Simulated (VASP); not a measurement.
# Ge2P3 (R-3m) in VASP: a series of runs

The runs below take Ge2P3 through single point, with r2SCAN.

Program: VASP 6.6.1. These are calculated values, not measurements. Logs are shortened: lines on timing, memory, paths and dates and some standing lists are left out, and cuts for length are marked.

**1. The cell of the first run**

The structure is trigonal, space group R-3m (No. 166). The conventional cell has a = 3.590 Å, b = 3.590 Å, c = 22.477 Å, α = 90.00°, β = 90.00°, γ = 120.00°. Within 3.3 Å of Ge (site symmetry 3m) lie 6 P at 2.53 to 2.66 Å. Within 3.3 Å of P (site symmetry -3m) lie 6 Ge at 2.53 Å. P (site symmetry 3m) has 3 P at 2.43 Å and 3 Ge at 2.66 Å within 3.2 Å.

**2. Single point, r2SCAN**

POSCAR

```
Ge2P3
1.0
    1.7947555490      1.0362025994      7.4924338529
   -1.7947555490      1.0362025994      7.4924338529
    0.0000000000     -2.0724051987      7.4924338529
Ge P
2 3
Direct
    0.3980858639      0.3980858639      0.3980858639
    0.6019141361      0.6019141361      0.6019141361
    0.0000000000      0.0000000000      0.0000000000
    0.1947247181      0.1947247181      0.1947247181
    0.8052752819      0.8052752819      0.8052752819
```

INCAR.step1

```
PREC     = Accurate       # precision mode
ENCUT    = 520            # plane-wave cutoff, eV
ISMEAR   = 0              # smearing method
SIGMA    = 0.1            # smearing width, eV
LREAL    = False          # projectors in reciprocal space
LASPH    = True           # aspherical terms in the spheres
NELM     = 60             # most SCF steps
NBANDS   = 30             # bands
GGA      = PE             # functional
ALGO     = Normal         # electronic algorithm
EDIFF    = 1E-4           # SCF threshold, eV
LWAVE    = True           # write WAVECAR
LCHARG   = False          # write CHGCAR
```

INCAR.step2

```
PREC     = Accurate       # precision mode
ENCUT    = 520            # plane-wave cutoff, eV
EDIFF    = 1E-6           # SCF threshold, eV
ISMEAR   = 0              # smearing method
SIGMA    = 0.1            # smearing width, eV
LREAL    = False          # projectors in reciprocal space
LASPH    = True           # aspherical terms in the spheres
NELM     = 60             # most SCF steps
ALGO     = Normal         # electronic algorithm
ISIF     = 2              # what is computed and relaxed
LWAVE    = False          # write WAVECAR
LCHARG   = False          # write CHGCAR
METAGGA  = R2SCAN         # meta-GGA
LMIXTAU  = True         
NBANDS   = 30             # bands
ISTART   = 1
```

KPOINTS

```
Automatic mesh
0
Gamma
  6 6 6
```

Potentials or basis: VASP PAW PBE potentials, release 64 (Ge_d, P).

Run with:

```console
$ cat potpaw_PBE.64/Ge_d/POTCAR potpaw_PBE.64/P/POTCAR > POTCAR
$ cp INCAR.step1 INCAR
$ mpirun -np 1 vasp_std > vasp.out
$ cp INCAR.step2 INCAR
$ mpirun -np 1 vasp_std > vasp.out
```

OUTCAR:

```text
PREC = Accurate
   ENCUT = 520
   EDIFF = 1E-6
   ISMEAR = 0
   LREAL = False
   LASPH = True
   NELM = 60
   ISIF = 2
   METAGGA = R2SCAN
   ISTART = 1

 ion  position               nearest neighbor table
   1  0.398  0.398  0.398-   3 2.53   3 2.53   3 2.53   5 2.66   5 2.66   5 2.66
   2  0.602  0.602  0.602-   3 2.53   3 2.53   3 2.53   4 2.66   4 2.66   4 2.66
   3  0.000  0.000  0.000-   2 2.53   2 2.53   1 2.53   1 2.53   2 2.53   1 2.53
   4  0.195  0.195  0.195-   5 2.43   5 2.43   5 2.43   2 2.66   2 2.66   2 2.66
   5  0.805  0.805  0.805-   4 2.43   4 2.43   4 2.43   1 2.66   1 2.66   1 2.66

  LATTYP: Found a trigonal (rhomboedric) cell.
 ALAT       =     7.7737653906
 COS(alpha) =     0.8933949579

  Lattice vectors:

 A1 = (   1.7947555490,   1.0362025994,   7.4924338529)
 A2 = (  -1.7947555490,   1.0362025994,   7.4924338529)
 A3 = (   0.0000000000,  -2.0724051987,   7.4924338529)

Analysis of symmetry for initial positions (statically):
=====================================================================
 Subroutine PRICEL returns:
 Original cell was already a primitive cell.

 Routine SETGRP: Setting up the symmetry group for a
 trigonal (rhombohedral) supercell.

 Subroutine GETGRP returns: Found 12 space group operations
 (whereof 12 operations were pure point group operations)
 out of a pool of 12 trial point group operations.

The static configuration has the point symmetry D_3d.

Analysis of symmetry for dynamics (positions and initial velocities):
=====================================================================
 Subroutine PRICEL returns:
 Original cell was already a primitive cell.

 Routine SETGRP: Setting up the symmetry group for a
 trigonal (rhombohedral) supercell.

 Subroutine GETGRP returns: Found 12 space group operations
 (whereof 12 operations were pure point group operations)
 out of a pool of 12 trial point group operations.

The dynamic configuration has the point symmetry D_3d.

 Subroutine INISYM returns: Found 12 space group operations
 (whereof 12 operations are pure point group operations),
 and found     1 'primitive' translations

----------------------------------------------------------------------------------------

                                     Primitive cell

  volume of cell :      83.6034

  direct lattice vectors                    reciprocal lattice vectors
     1.794755549  1.036202599  7.492433853     0.278589472  0.160843706  0.044489326
    -1.794755549  1.036202599  7.492433853    -0.278589472  0.160843706  0.044489326
     0.000000000 -2.072405199  7.492433853     0.000000000 -0.321687413  0.044489326

  length of vectors
     7.773765391  7.773765391  7.773765391     0.324749275  0.324749275  0.324749275

  position of ions in fractional coordinates (direct lattice)
     0.398085864  0.398085864  0.398085864
     0.601914136  0.601914136  0.601914136
     0.000000000  0.000000000  0.000000000
     0.194724718  0.194724718  0.194724718
     0.805275282  0.805275282  0.805275282

  ion indices of the primitive-cell ions
   primitive index   ion index
                 1           1
                 2           2
                 3           3
                 4           4
                 5           5

----------------------------------------------------------------------------------------

 KPOINTS: Automatic mesh

Automatic generation of k-mesh.
 Grid dimensions read from file:
 generate k-points for:    6    6    6

 Generating k-lattice:

  Cartesian coordinates                     Fractional coordinates (reciprocal lattice)
     0.046431579  0.026807284  0.007414888     0.166666667  0.000000000 -0.000000000
    -0.046431579  0.026807284  0.007414888     0.000000000  0.166666667 -0.000000000
     0.000000000 -0.053614569  0.007414888    -0.000000000 -0.000000000  0.166666667

  Length of vectors
     0.054124879  0.054124879  0.054124879

  Shift w.r.t. Gamma in fractional coordinates (k-lattice)
     0.000000000  0.000000000  0.000000000

 Subroutine IBZKPT returns following result:
 ===========================================

 Found     32 irreducible k-points:

 Following reciprocal coordinates:
            Coordinates               Weight
  0.000000  0.000000  0.000000      1.000000
  0.166667  0.000000 -0.000000      6.000000
  0.333333 -0.000000 -0.000000      6.000000
  0.500000  0.000000  0.000000      3.000000
  0.166667  0.166667 -0.000000      6.000000
  0.333333  0.166667  0.000000     12.000000
[... 16 lines left out ...]
  0.500000  0.500000  0.166667      6.000000
 -0.333333  0.500000  0.166667     12.000000
 [... further k-points ...]
   k-points           NKPTS =     32   k-points in BZ     NKDIM =     32   number of bands    NBANDS=     30
   number of dos      NEDOS =    301   number of ions     NIONS =      5
   total plane-waves  NPLWV = 216000
   dimension x,y,z NGX =    60 NGY =   60 NGZ =   60
   dimension x,y,z NGXF=   120 NGYF=  120 NGZF=  120
   ions per type =               2   3
   NGX,Y,Z   is equivalent  to a cutoff of  12.83, 12.83, 12.83 a.u.
   NGXF,Y,Z  is equivalent  to a cutoff of  25.66, 25.66, 25.66 a.u.
 SYSTEM =  unknown system
   PREC   = accura    normal or accurate (medium, high low for compatibility)
   ISTART =      1    job   : 0-new  1-cont  2-samecut
   ICHARG =      0    charge: 1-file 2-atom 10-const
   ISPIN  =      1    spin polarized calculation?
   LNONCOLLINEAR =      F non collinear calculations
   LSORBIT =      F    spin-orbit coupling
   LASPH  =      T    aspherical Exc in radial PAW
   ENCUT  =  520.0 eV  38.22 Ry    6.18 a.u.  14.45 14.45 14.45*2*pi/ulx,y,z
   NELM   =     60;   NELMIN=  2; NELMDL=  0     # of ELM steps
   EDIFF  = 0.1E-05   stopping-criterion for ELM
   LREAL  =      F    real-space projection
   EDIFFG = 0.1E-04   stopping-criterion for IOM
   NSW    =      0    number of steps for IOM
   IBRION =     -1    ionic relax: 0-MD 1-quasi-New 2-CG
   NFREE  =      0    steps in history (QN), initial steepest desc. (CG)
   ISIF   =      2    stress and relaxation
   ISYM   =      2    0-nonsym 1-usesym 2-fastsym
   POTIM  = 0.5000    time-step for ionic-motion
   TEBEG  =    0.0;   TEEND  =   0.0 temperature during run
   PSTRESS=    0.0 pullay stress
   NELECT =      43.0000    total number of electrons
   NUPDOWN=      -1.0000    fix difference up-down
   EMIN   =  10.00;   EMAX   =-10.00  energy-range for DOS
   EFERMI =   0.00;   METHOD = LEGACY
   ISMEAR =     0;   SIGMA  =   0.10  broadening in eV -4-tet -1-fermi 0-gaus
   EFERMI_NEDOS =   21; number of points for ismear=-14 and -15
   IALGO  =     38    algorithm
   IMIX   =      4    mixing-type and parameters
     AMIX     =   0.40;   BMIX     =  1.00
     AMIX_MAG =   1.60;   BMIX_MAG =  1.00
  volume/ion in A,a.u.               =      16.72       112.84
  Fermi-wavevector in a.u.,A,eV,Ry     =   1.311665  2.478687 23.408349  1.720465
  Thomas-Fermi vector in A             =   2.442111
   LORBIT       =      0    0 simple, 1 ext, 2 COOP (PROOUT), +10 PAW based schemes
   METAGGA = R2SCAN    functional components
   LHFCALC =     F    Hartree Fock is set to
   AEXX    =    0.0000 exact exchange contribution
   IVDW    =     0    specifies the selected vdW correction
   LEPSILON=     F    determine dielectric tensor
   LRPA    =     F    only Hartree local field effects (RPA)
 non-spin polarized calculation
 Gauss-broadening in eV      SIGMA  =   0.10
  energy-cutoff  :      520.00
  volume of cell :       83.60
 maximum number of plane-waves:      2283
 NGX is ok and might be reduce to    60
   NGX = 29   NGY = 29   NGZ = 29

 number of electron      43.0000004 magnetization

 Free energy of the ion-electron system (eV)
  ---------------------------------------------------
  ext. energy  EPLUGINS =         0.00000000
  ---------------------------------------------------
  free energy    TOTEN  =       -53.64655918 eV

  energy without entropy =      -53.63590575  energy(sigma->0) =      -53.64123247

 E-fermi :   8.0743     XC(G=0): -11.8815

 val. band max:        8.0669412427   @ k =  -0.1667   0.1667   0.1667
 cond. band min:       8.1085840909   @ k =   0.1667   0.1667   0.1667
 fundamental gap:      0.0416428482
 Fermi energy:         8.0742615011

 k-point     1 :       0.0000    0.0000    0.0000
  band No.  band energies     occupation
      1     -17.5888      2.00000
      2     -17.5888      2.00000
      3     -17.5831      2.00000
      4     -17.5831      2.00000
      5     -17.5597      2.00000
      6     -17.5597      2.00000
[... 22 lines left out ...]
     29      14.1768      0.00000
     30      14.2775      0.00000

 k-point     2 :       0.1667    0.0000   -0.0000
  band No.  band energies     occupation
      1     -17.5923      2.00000
      2     -17.5851      2.00000
      3     -17.5850      2.00000
      4     -17.5798      2.00000
      5     -17.5619      2.00000
      6     -17.5590      2.00000
[... 22 lines left out ...]
     29      13.2270      0.00000
     30      13.4356      0.00000

 k-point     3 :       0.3333   -0.0000   -0.0000
  band No.  band energies     occupation
      1     -17.6005      2.00000
      2     -17.5896      2.00000
      3     -17.5800      2.00000
      4     -17.5741      2.00000
      5     -17.5659      2.00000
      6     -17.5587      2.00000
[... 22 lines left out ...]
     29      14.4986      0.00000
     30      15.0625      0.00000

 k-point     4 :       0.5000    0.0000    0.0000
  band No.  band energies     occupation
      1     -17.6050      2.00000
      2     -17.5920      2.00000
      3     -17.5790      2.00000
      4     -17.5715      2.00000
      5     -17.5679      2.00000
      6     -17.5608      2.00000
[... 616 lines left out ...]
     29      15.2664      0.00000
     30      16.2626      0.00000

 k-point    23 :       0.5000    0.5000    0.1667
  band No.  band energies     occupation
      1     -17.6002      2.00000
      2     -17.5898      2.00000
      3     -17.5801      2.00000
      4     -17.5741      2.00000
      5     -17.5660      2.00000
      6     -17.5589      2.00000
[... 22 lines left out ...]
     29      14.6975      0.00000
     30      15.1388      0.00000

 k-point    24 :      -0.3333    0.5000    0.1667
  band No.  band energies     occupation
      1     -17.6002      2.00000
      2     -17.5890      2.00000
      3     -17.5815      2.00000
      4     -17.5754      2.00000
      5     -17.5645      2.00000
      6     -17.5595      2.00000
[... 22 lines left out ...]
     29      15.1032      0.00000
     30      15.9399      0.00000

 [... further k-points ...]

------------------------ aborting loop because EDIFF is reached ----------------------------------------

  FORCE on cell =-STRESS in cart. coord.  units (eV):
  Direction    XX          YY          ZZ          XY          YZ          ZX
  --------------------------------------------------------------------------------------
  -------------------------------------------------------------------------------------
  Total       -0.0705432     -0.0705432     -0.1130181      0.0000000     -0.0000000      0.0000000
  in kB       -1.3518903     -1.3518903     -2.1658796      0.0000000     -0.0000000      0.0000000
  external PRESSURE =      -1.6232201 kB  Pullay stress =       0.0000000 kB

 VOLUME and BASIS-vectors are now :
 -----------------------------------------------------------------------------
  energy-cutoff  :      520.00
  volume of cell :       83.60
      direct lattice vectors                 reciprocal lattice vectors
     1.794755549  1.036202599  7.492433853     0.278589472  0.160843706  0.044489326
    -1.794755549  1.036202599  7.492433853    -0.278589472  0.160843706  0.044489326
     0.000000000 -2.072405199  7.492433853     0.000000000 -0.321687413  0.044489326

 POSITION                                       TOTAL-FORCE (eV/Angst)
 -----------------------------------------------------------------------------------
      0.00000      0.00000      8.94790         0.000000     -0.000000     -0.011940
      0.00000      0.00000     13.52941         0.000000      0.000000      0.011940
      0.00000      0.00000      0.00000         0.000000      0.000000      0.000000
      0.00000      0.00000      4.37689         0.000000     -0.000000     -0.020975
      0.00000      0.00000     18.10042         0.000000      0.000000      0.020975
 -----------------------------------------------------------------------------------
    total drift:                               -0.000000     -0.000000      0.000000

  FREE ENERGIE OF THE ION-ELECTRON SYSTEM (eV)
  ---------------------------------------------------
  free  energy   TOTEN  =       -53.6465591794 eV

  energy  without entropy=      -53.6359057526  energy(sigma->0) =      -53.64123247
```

It took 14 min on 1 thread of Intel Xeon Platinum 8259CL at 2.50GHz (Skylake/Cascade Lake), shared host; peak memory 0.55 GiB.

What came out:

| Item | Value |
| --- | --- |
| Free energy | -53.6466 eV |
| Pressure | -0.2 GPa |
| Largest force | 0.021 eV/Å |
| Band gap on the k mesh | zero (an odd number of electrons rules out a gap without spin polarisation) |

Forces in eV/Å, atoms in the order of the input:
```
Ge   0.000  0.000 -0.012
Ge   0.000  0.000  0.012
P    0.000  0.000  0.000
P    0.000  0.000 -0.021
P    0.000  0.000  0.021
```

Levels at points of the mesh, in eV from the Fermi level:
```tsv
k point	band 17	band 18	band 19	band 20	band 21	band 22	band 23	band 24	band 25	band 26
(0.00, 0.00, 0.00)	-2.64	-1.42	-1.42	0.14	0.21	0.21	1.28	1.36	1.36	2.93
(0.50, 0.00, 0.00)	-4.64	-3.62	-3.28	-3.01	-2.90	-1.71	1.17	1.66	2.63	2.77
(0.50, 0.50, 0.00)	-5.96	-4.88	-4.75	-2.88	-0.83	-0.76	-0.76	2.00	2.97	3.44
(0.50, 0.50, 0.50)	-1.94	-1.65	-1.35	-1.35	-0.32	-0.32	0.99	2.49	2.94	2.94
```

Caveat: the PAW data sets were made with another functional, which shifts forces and pressure a little.

**3. Single point, r2SCAN**

This run uses another cell than the first one, of 17.68 Å³/atom.

POSCAR

```
Ge2P3
1.0
    1.7658371275      1.0195065409      8.1855508166
   -1.7658371275      1.0195065409      8.1855508166
    0.0000000000     -2.0390130817      8.1855508166
Ge P
2 3
Direct
    0.4000000000      0.4000000000      0.4000000000
    0.6000000000      0.6000000000      0.6000000000
    0.0000000000      0.0000000000      0.0000000000
    0.2095000000      0.2095000000      0.2095000000
    0.7905000000      0.7905000000      0.7905000000
```

INCAR.step1

```
ALGO = Normal
EDIFF = 1E-4
ENCUT = 520
GGA = PE
ISMEAR = 0
LASPH = T
LCHARG = F
LREAL = F
LWAVE = T
NBANDS = 30
NELM = 80
PREC = Accurate
SIGMA = 0.1
```

INCAR.step2

```
ALGO = Normal
EDIFF = 1E-7
ENCUT = 520
ISIF = 2
ISMEAR = 0
ISTART = 1
LASPH = T
LCHARG = F
LMIXTAU = T
LREAL = F
LWAVE = F
METAGGA = R2SCAN
NBANDS = 30
NELM = 80
PREC = Accurate
SIGMA = 0.1
```

KPOINTS

```
k-points
0
Gamma
  6 6 6
```

Potentials or basis: VASP PAW PBE potentials, release 64 (Ge_d, P).

Run with:

```console
$ cat potpaw_PBE.64/Ge_d/POTCAR potpaw_PBE.64/P/POTCAR > POTCAR
$ cp INCAR.step1 INCAR
$ mpirun -np 1 vasp_std > vasp.out
$ cp INCAR.step2 INCAR
$ mpirun -np 1 vasp_std > vasp.out
```

OUTCAR:

```text
EDIFF = 1E-7
   ENCUT = 520
   ISIF = 2
   ISMEAR = 0
   ISTART = 1
   LASPH = T
   LREAL = F
   METAGGA = R2SCAN
   NELM = 80
   PREC = Accurate

 ion  position               nearest neighbor table
   1  0.400  0.400  0.400-   5 2.48   5 2.48   5 2.48   3 2.61   3 2.61   3 2.61
   2  0.600  0.600  0.600-   4 2.48   4 2.48   4 2.48   3 2.61   3 2.61   3 2.61
   3  0.000  0.000  0.000-   2 2.61   1 2.61   2 2.61   2 2.61   1 2.61   1 2.61
[... 998 lines left out ...]
  --------------------------------------------------------------------------------------
  -------------------------------------------------------------------------------------
  Total        0.3528821      0.3528821     -5.5841246      0.0000000     -0.0000000      0.0000000
  in kB        6.3944083      6.3944083   -101.1872655      0.0000000     -0.0000000      0.0000000
  external PRESSURE =     -29.4661496 kB  Pullay stress =       0.0000000 kB

 VOLUME and BASIS-vectors are now :
 -----------------------------------------------------------------------------
  energy-cutoff  :      520.00
  volume of cell :       88.42
      direct lattice vectors                 reciprocal lattice vectors
     1.765837127  1.019506541  8.185550817     0.283151822  0.163477781  0.040722163
    -1.765837127  1.019506541  8.185550817    -0.283151822  0.163477781  0.040722163
     0.000000000 -2.039013082  8.185550817     0.000000000 -0.326955561  0.040722163

 POSITION                                       TOTAL-FORCE (eV/Angst)
 -----------------------------------------------------------------------------------
      0.00000      0.00000      9.82266         0.000000      0.000000      0.507320
      0.00000      0.00000     14.73399         0.000000     -0.000000     -0.507320
      0.00000      0.00000      0.00000         0.000000      0.000000      0.000000
      0.00000      0.00000      5.14462         0.000000      0.000000      0.075555
      0.00000      0.00000     19.41203         0.000000     -0.000000     -0.075555
 -----------------------------------------------------------------------------------
    total drift:                               -0.000000     -0.000000     -0.000000

  FREE ENERGIE OF THE ION-ELECTRON SYSTEM (eV)
  ---------------------------------------------------
  free  energy   TOTEN  =       -52.9891395755 eV

  energy  without entropy=      -52.9740658477  energy(sigma->0) =      -52.98160271
```

OUTCAR.step1:

```text
EDIFF = 1E-4
   ENCUT = 520
   GGA = PE
   ISMEAR = 0
[... 1025 lines left out ...]
      0.00000      0.00000     14.73399         0.000000     -0.000000     -0.332130
      0.00000      0.00000      0.00000         0.000000     -0.000000      0.000000
      0.00000      0.00000      5.14462         0.000000     -0.000000     -0.211814
      0.00000      0.00000     19.41203         0.000000      0.000000      0.211814
 -----------------------------------------------------------------------------------
    total drift:                               -0.000000     -0.000000     -0.000000

  FREE ENERGIE OF THE ION-ELECTRON SYSTEM (eV)
  ---------------------------------------------------
  free  energy   TOTEN  =       -23.7895166029 eV

  energy  without entropy=      -23.7728717107  energy(sigma->0) =      -23.78119416
```

It took 22 min on 1 thread of Intel Xeon Platinum 8259CL at 2.50GHz (Skylake/Cascade Lake), shared host; peak memory 0.64 GiB.

Results:

| Property | Result |
| --- | --- |
| Free energy | -52.9891 eV |
| Pressure | -2.9 GPa |
| Largest force | 0.507 eV/Å |
| Band gap on the k mesh | zero (an odd number of electrons rules out a gap without spin polarisation) |

Forces on the atoms (eV/Å):
```
Ge   0.000  0.000  0.507
Ge   0.000  0.000 -0.507
P    0.000  0.000  0.000
P    0.000  0.000  0.076
P    0.000  0.000 -0.076
```

Caveat: the PAW data sets were made with another functional, which shifts forces and pressure a little.
